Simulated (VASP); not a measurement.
# TaTe (Fm-3m) in VASP: a series of runs

The runs below take TaTe through single point, with PBE.

Program: VASP 6.6.1. These are calculated values, not measurements. Logs are shortened: lines on timing, memory, paths and dates and some standing lists are left out, and cuts for length are marked.

### 1 The cell of the first run

The structure is cubic, space group Fm-3m (No. 225). Conventional cell: a = 5.696 Å, b = 5.696 Å, c = 5.696 Å, α = 90.00°, β = 90.00°, γ = 90.00°. Ta (site symmetry m-3m) has 6 Te at 2.85 Å within 3.8 Å. Te (site symmetry m-3m) has 6 Ta at 2.85 Å within 3.8 Å.

### 2 Single point, PBE, collinear spin

INCAR reads:

```
PREC = Accurate
ENCUT = 520
EDIFF = 1E-6
ISMEAR = 0
SIGMA = 0.05
LREAL = False
LASPH = True
NELM = 150
ALGO = Fast
ISIF = 2
LWAVE = False
LCHARG = True
ISPIN = 2
MAGMOM = 2 -2 0 0
LORBIT = 11
LMAXMIX = 4
GGA = PE
LELF = True
LVHAR = True
NBANDS = 29
```

KPOINTS reads:

```
regular mesh
0
Gamma
  10 10 5
```

POSCAR reads:

```
TaTe
1.0
    0.0000000000      2.8479472292      2.8479472292
    2.8479472292      0.0000000000      2.8479472292
    5.6958944584      5.6958944584      0.0000000000
Ta Te
2 2
Direct
    0.5000000000      0.5000000000      0.2500000000
    0.5000000000      0.5000000000      0.7500000000
    0.0000000000      0.0000000000      0.0000000000
    0.0000000000      0.0000000000      0.5000000000
```

Potentials or basis: VASP PAW PBE potentials, release 64 (Ta_pv, Te).

Started as:

```console
cat potpaw_PBE.64/Ta_pv/POTCAR potpaw_PBE.64/Te/POTCAR > POTCAR
mpirun -np 1 vasp_std > vasp.out
```

OUTCAR:

```text
PREC = Accurate
   ENCUT = 520
   EDIFF = 1E-6
   ISMEAR = 0
   LREAL = False
   LASPH = True
   NELM = 150
   ISIF = 2
   ISPIN = 2
   LORBIT = 11
   GGA = PE

 ion  position               nearest neighbor table
   1  0.500  0.500  0.250-   3 2.85   3 2.85   4 2.85   3 2.85   4 2.85   4 2.85
   2  0.500  0.500  0.750-   4 2.85   3 2.85   4 2.85   3 2.85   4 2.85   3 2.85
   3  0.000  0.000  0.000-   2 2.85   1 2.85   2 2.85   1 2.85   2 2.85   1 2.85
   4  0.000  0.000  0.500-   1 2.85   1 2.85   2 2.85   1 2.85   2 2.85   2 2.85

  LATTYP: Found a trigonal (rhomboedric) cell.
 ALAT       =     6.9760175259
 COS(alpha) =     0.8333333333

  Lattice vectors:

 A1 = (   5.6958944584,   2.8479472292,  -2.8479472292)
 A2 = (   2.8479472292,   2.8479472292,  -5.6958944584)
 A3 = (   2.8479472292,   5.6958944584,  -2.8479472292)

Analysis of symmetry for initial positions (statically):
=====================================================================
 Subroutine PRICEL returns following result:

  LATTYP: Found a face centered cubic cell.
 ALAT       =     5.6958944584

  Lattice vectors:

 A1 = (   0.0000000000,   2.8479472292,   2.8479472292)
 A2 = (   2.8479472292,   0.0000000000,   2.8479472292)
 A3 = (   2.8479472292,   2.8479472292,   0.0000000000)

   2 primitive cells build up your supercell.

 Routine SETGRP: Setting up the symmetry group for a
 trigonal (rhombohedral) supercell.

 Subroutine GETGRP returns: Found 12 space group operations
 (whereof 12 operations were pure point group operations)
 out of a pool of 12 trial point group operations.

The static configuration has the point symmetry D_3d.

Analysis of symmetry for dynamics (positions and initial velocities):
=====================================================================
 Subroutine PRICEL returns following result:

  LATTYP: Found a face centered cubic cell.
 ALAT       =     5.6958944584

  Lattice vectors:

 A1 = (   0.0000000000,   2.8479472292,   2.8479472292)
 A2 = (   2.8479472292,   0.0000000000,   2.8479472292)
 A3 = (   2.8479472292,   2.8479472292,   0.0000000000)

   2 primitive cells build up your supercell.

 Routine SETGRP: Setting up the symmetry group for a
 trigonal (rhombohedral) supercell.

 Subroutine GETGRP returns: Found 12 space group operations
 (whereof 12 operations were pure point group operations)
 out of a pool of 12 trial point group operations.

The dynamic configuration has the point symmetry D_3d.

Analysis of structural, dynamic, and magnetic symmetry:
=====================================================================
 Subroutine PRICEL returns following result:

  LATTYP: Found a face centered cubic cell.
 ALAT       =     5.6958944584

  Lattice vectors:

 A1 = (   0.0000000000,   2.8479472292,   2.8479472292)
 A2 = (   2.8479472292,   0.0000000000,   2.8479472292)
 A3 = (   2.8479472292,   2.8479472292,   0.0000000000)

   2 primitive cells build up your supercell.

 Routine SETGRP: Setting up the symmetry group for a
 trigonal (rhombohedral) supercell.

 Subroutine GETGRP returns: Found 12 space group operations
 (whereof 12 operations were pure point group operations)
 out of a pool of 12 trial point group operations.

The overall configuration has the point symmetry D_3d.

 Subroutine INISYM returns: Found 12 space group operations
 (whereof 12 operations are pure point group operations),
 and found     2 'primitive' translations

----------------------------------------------------------------------------------------

                                     Primitive cell

  volume of cell :      46.1983

  direct lattice vectors                    reciprocal lattice vectors
     0.000000000  2.847947229  2.847947229    -0.175565051  0.175565051  0.175565051
     2.847947229  0.000000000  2.847947229     0.175565051 -0.175565051  0.175565051
     2.847947229  2.847947229  0.000000000     0.175565051  0.175565051 -0.175565051

  length of vectors
     4.027605596  4.027605596  4.027605596     0.304087588  0.304087588  0.304087588

  position of ions in fractional coordinates (direct lattice)
     0.500000000  0.500000000  0.500000000
     0.000000000  0.000000000  0.000000000

  ion indices of the primitive-cell ions
   primitive index   ion index
                 1           1
                 2           3

----------------------------------------------------------------------------------------

 KPOINTS: regular mesh

Automatic generation of k-mesh.
 Grid dimensions read from file:
 generate k-points for:   10   10    5

 Generating k-lattice:

  Cartesian coordinates                     Fractional coordinates (reciprocal lattice)
    -0.017556505  0.017556505  0.017556505     0.100000000  0.000000000  0.000000000
     0.017556505 -0.017556505  0.017556505     0.000000000  0.100000000  0.000000000
     0.017556505  0.017556505 -0.017556505     0.000000000  0.000000000  0.200000000

  Length of vectors
     0.030408759  0.030408759  0.030408759

  Shift w.r.t. Gamma in fractional coordinates (k-lattice)
     0.000000000  0.000000000  0.000000000

 -----------------------------------------------------------------------------
|                                                                             |
|           W    W    AA    RRRRR   N    N  II  N    N   GGGG   !!!           |
|           W    W   A  A   R    R  NN   N  II  NN   N  G    G  !!!           |
|           W    W  A    A  R    R  N N  N  II  N N  N  G       !!!           |
|           W WW W  AAAAAA  RRRRR   N  N N  II  N  N N  G  GGG   !            |
|           WW  WW  A    A  R   R   N   NN  II  N   NN  G    G                |
|           W    W  A    A  R    R  N    N  II  N    N   GGGG   !!!           |
|                                                                             |
|     Your reciprocal lattice and k-lattice belong to different lattice       |
|     classes:                                                                |
|                                                                             |
|        The reciprocal lattice is rhombohedral (trigonal),                   |
|        whereas your k-lattice is body-centered cubic.                       |
|                                                                             |
|     Results are often still useful ...                                      |
|                                                                             |
 -----------------------------------------------------------------------------

 Subroutine IBZKPT returns following result:
 ===========================================

 Found     58 irreducible k-points:

 Following reciprocal coordinates:
            Coordinates               Weight
  0.000000  0.000000  0.000000      1.000000
  0.100000  0.000000  0.000000      6.000000
  0.200000  0.000000  0.000000      6.000000
  0.300000  0.000000  0.000000      6.000000
  0.400000  0.000000  0.000000      6.000000
  0.500000  0.000000  0.000000      3.000000
[... 16 lines left out ...]
  0.300000  0.300000  0.000000      6.000000
  0.400000  0.300000  0.000000     12.000000
 [... further k-points ...]
   k-points           NKPTS =     58   k-points in BZ     NKDIM =     58   number of bands    NBANDS=     29
   number of dos      NEDOS =    301   number of ions     NIONS =      4
   total plane-waves  NPLWV =  54000
   dimension x,y,z NGX =    30 NGY =   30 NGZ =   60
   dimension x,y,z NGXF=    60 NGYF=   60 NGZF=  120
   ions per type =               2   2
   NGX,Y,Z   is equivalent  to a cutoff of  12.38, 12.38, 12.38 a.u.
   NGXF,Y,Z  is equivalent  to a cutoff of  24.77, 24.77, 24.77 a.u.
 SYSTEM =  unknown system
   PREC   = accura    normal or accurate (medium, high low for compatibility)
   ISTART =      0    job   : 0-new  1-cont  2-samecut
   ICHARG =      2    charge: 1-file 2-atom 10-const
   ISPIN  =      2    spin polarized calculation?
   LNONCOLLINEAR =      F non collinear calculations
   LSORBIT =      F    spin-orbit coupling
   LASPH  =      T    aspherical Exc in radial PAW
   ENCUT  =  520.0 eV  38.22 Ry    6.18 a.u.   7.49  7.49 14.98*2*pi/ulx,y,z
   NELM   =    150;   NELMIN=  2; NELMDL= -5     # of ELM steps
   EDIFF  = 0.1E-05   stopping-criterion for ELM
   LREAL  =      F    real-space projection
[... 7 lines left out ...]
   TEBEG  =    0.0;   TEEND  =   0.0 temperature during run
   PSTRESS=    0.0 pullay stress
   NELECT =      34.0000    total number of electrons
   NUPDOWN=      -1.0000    fix difference up-down
   EMIN   =  10.00;   EMAX   =-10.00  energy-range for DOS
   EFERMI =   0.00;   METHOD = LEGACY
   ISMEAR =     0;   SIGMA  =   0.05  broadening in eV -4-tet -1-fermi 0-gaus
   EFERMI_NEDOS =   21; number of points for ismear=-14 and -15
   IALGO  =     68    algorithm
   IMIX   =      4    mixing-type and parameters
     AMIX     =   0.40;   BMIX     =  1.00
     AMIX_MAG =   1.60;   BMIX_MAG =  1.00
  volume/ion in A,a.u.               =      23.10       155.88
  Fermi-wavevector in a.u.,A,eV,Ry     =   1.173138  2.216910 18.725064  1.376253
  Thomas-Fermi vector in A             =   2.309556
   LORBIT       =     11    0 simple, 1 ext, 2 COOP (PROOUT), +10 PAW based schemes
   GGA     = PE    functional components
   LHFCALC =     F    Hartree Fock is set to
   AEXX    =    0.0000 exact exchange contribution
   IVDW    =     0    specifies the selected vdW correction
   LEPSILON=     F    determine dielectric tensor
   LRPA    =     F    only Hartree local field effects (RPA)
 spin polarized calculation
 RMM-DIIS sequential band-by-band and
 Gauss-broadening in eV      SIGMA  =   0.05
  energy-cutoff  :      520.00
  volume of cell :       92.40
 maximum number of plane-waves:      2514
 NGX is ok and might be reduce to    30

 number of electron      34.0000002 magnetization       0.0000000

 number of electron      34.0000002 magnetization      -0.0000000

 Free energy of the ion-electron system (eV)
  ---------------------------------------------------
  ext. energy  EPLUGINS =         0.00000000
  ---------------------------------------------------
  free energy    TOTEN  =       -26.69952382 eV

  energy without entropy =      -26.68829933  energy(sigma->0) =      -26.69391157

 E-fermi :   8.2895     XC(G=0): -11.0769

 val. band max:        8.2877695952   @ k =  -0.1000  -0.2000   0.2000
 cond. band min:       8.2913881705   @ k =   0.5000   0.4000   0.2000
 fundamental gap:      0.0036185753
 Fermi energy:         8.2895435173

 spin component 1

 k-point     1 :       0.0000    0.0000    0.0000
  band No.  band energies     occupation
      1     -27.1720      1.00000
      2     -27.1228      1.00000
      3     -27.1228      1.00000
      4     -27.1205      1.00000
      5     -27.1205      1.00000
      6     -27.1205      1.00000
[... 21 lines left out ...]
     28      13.6083      0.00000
     29      14.3374      0.00000
[... 705 lines left out ...]
 k-point    24 :       0.4000    0.3000    0.0000
  band No.  band energies     occupation
      1     -27.1629      1.00000
      2     -27.1554      1.00000
      3     -27.1353      1.00000
      4     -27.1339      1.00000
      5     -27.1327      1.00000
      6     -27.1250      1.00000
[... 21 lines left out ...]
     28      15.1583      0.00000
     29      15.9194      0.00000

 [... further k-points ...]

 spin component 2

 k-point     1 :       0.0000    0.0000    0.0000
  band No.  band energies     occupation
      1     -27.1720      1.00000
      2     -27.1228      1.00000
      3     -27.1228      1.00000
      4     -27.1205      1.00000
      5     -27.1205      1.00000
      6     -27.1205      1.00000
[... 21 lines left out ...]
     28      13.6083      0.00000
     29      14.3374      0.00000
[... 705 lines left out ...]
 k-point    24 :       0.4000    0.3000    0.0000
  band No.  band energies     occupation
      1     -27.1629      1.00000
      2     -27.1554      1.00000
      3     -27.1353      1.00000
      4     -27.1339      1.00000
      5     -27.1327      1.00000
      6     -27.1250      1.00000
[... 21 lines left out ...]
     28      15.1583      0.00000
     29      15.9193      0.00000

 [... further k-points ...]
[... 5 lines left out ...]
  --------------------------------------------------------------------------------------
  -------------------------------------------------------------------------------------
  Total       -0.0036726     -0.0036726     -0.0036726      0.0004548     -0.0004548     -0.0004548
  in kB       -0.0636838     -0.0636838     -0.0636838      0.0078859     -0.0078859     -0.0078859
  external PRESSURE =      -0.0636838 kB  Pullay stress =       0.0000000 kB

 VOLUME and BASIS-vectors are now :
 -----------------------------------------------------------------------------
  energy-cutoff  :      520.00
  volume of cell :       92.40
      direct lattice vectors                 reciprocal lattice vectors
     0.000000000  2.847947229  2.847947229    -0.175565051  0.175565051  0.175565051
     2.847947229  0.000000000  2.847947229     0.175565051 -0.175565051  0.175565051
     5.695894458  5.695894458  0.000000000     0.087782525  0.087782525 -0.087782525

 POSITION                                       TOTAL-FORCE (eV/Angst)
 -----------------------------------------------------------------------------------
      2.84795      2.84795      2.84795         0.000000      0.000000     -0.000000
      5.69589      5.69589      2.84795        -0.000000     -0.000000      0.000000
      0.00000      0.00000      0.00000         0.000000      0.000000     -0.000000
      2.84795      2.84795      0.00000         0.000000      0.000000     -0.000000
 -----------------------------------------------------------------------------------
    total drift:                                0.000000      0.000000      0.000000

  FREE ENERGIE OF THE ION-ELECTRON SYSTEM (eV)
  ---------------------------------------------------
  free  energy   TOTEN  =       -26.6995238214 eV

  energy  without entropy=      -26.6882993251  energy(sigma->0) =      -26.69391157

 total charge

# of ion       s       p       d       tot
------------------------------------------
    1        0.283   6.062   2.413   8.758
    2        0.283   6.062   2.413   8.758
    3        1.327   2.039   0.129   3.495
    4        1.327   2.039   0.129   3.495
--------------------------------------------------
tot          3.220  16.202   5.084  24.506

 magnetization (x)

# of ion       s       p       d       tot
------------------------------------------
    1       -0.000  -0.000  -0.000  -0.000
    2        0.000   0.000   0.000   0.000
    3        0.000   0.000   0.000   0.000
    4        0.000   0.000   0.000   0.000
--------------------------------------------------
tot          0.000   0.000   0.000   0.000
```

It took 9.4 min on 1 thread of Oxide Virtual Turin-like, shared host; peak memory 0.38 GiB.

Results:

- Free energy: -26.6995 eV
- Pressure: 0.0 GPa
- Band gap on the k mesh: zero (filled and empty bands overlap)
- Net moment: 0.00 μB per cell
- Valence electrons inside the program's atomic spheres: Ta 8.76; Te 3.50

Caveat: spin-orbit coupling is left out, which moves the levels of the heavy elements.

### 3 Single point, PBE, collinear spin

This run uses another cell than the first one, of the same volume but with other edges.

INCAR reads:

```
PREC = Accurate
ENCUT = 520
EDIFF = 1E-6
ISMEAR = 0
SIGMA = 0.05
LREAL = F
LASPH = T
NELM = 150
ALGO = Fast
ISIF = 2
LWAVE = F
LCHARG = F
ISPIN = 2
MAGMOM = 2 -2 0 0
LORBIT = 11
LMAXMIX = 4
GGA = PE
NBANDS = 29
```

KPOINTS is that of step 2.

POSCAR reads:

```
TaTe
1.0
    0.0000000000      2.8479472292      2.8479472292
    5.6958944584      2.8479472292      2.8479472292
    5.6958944584      5.6958944584      0.0000000000
Ta Te
2 2
Direct
    0.5000000000      0.5000000000      0.0000000000
    0.5000000000      0.5000000000      0.5000000000
    0.0000000000      0.0000000000      0.0000000000
    0.0000000000      0.0000000000      0.5000000000
```

Potentials or basis: VASP PAW PBE potentials, release 64 (Ta_pv, Te).

Started as:

```console
cat potpaw_PBE.64/Ta_pv/POTCAR potpaw_PBE.64/Te/POTCAR > POTCAR
mpirun -np 1 vasp_std > vasp.out
```

Run time: 19 min. Hardware: 1 thread of Oxide Virtual Turin-like, shared host; peak memory 0.49 GiB.

It converged, with:

```
Free energy                                           : -26.7064 eV
Pressure                                              : 0.5 GPa
Band gap on the k mesh                                : zero (filled and empty bands overlap)
Net moment                                            : 0.00 μB per cell
Site moments                                          : Ta +0.49, -0.49; Te -0.00, +0.00 μB
Valence electrons inside the program's atomic spheres : Ta 8.76; Te 3.50
```

Levels at points of the mesh, in eV from the Fermi level:
Spin up:
| k point | band 15 | band 16 | band 17 | band 18 | band 19 | band 20 |
| --- | --- | --- | --- | --- | --- | --- |
| (0.00, 0.00, 0.00) | -1.73 | -1.42 | -1.42 | -1.39 | -0.96 | -0.95 |
| (0.50, 0.00, 0.00) | 0.19 | 0.28 | 0.29 | 0.67 | 0.68 | 0.74 |
| (0.50, 0.50, 0.00) | -2.97 | -2.97 | -0.55 | -0.24 | -0.14 | -0.03 |
Spin down:
```
           k point  band 14  band 15  band 16  band 17  band 18  band 19  band 20  band 21
(0.00, 0.00, 0.00)    -1.73    -1.73    -1.42    -1.42    -1.39    -0.96    -0.95    -0.40
(0.50, 0.00, 0.00)    -4.73     0.19     0.28     0.29     0.67     0.68     0.74     1.94
(0.50, 0.50, 0.00)    -3.50    -2.97    -2.97    -0.55    -0.24    -0.14    -0.03     0.94
```

Caveat: spin-orbit coupling is left out, which moves the levels of the heavy elements.
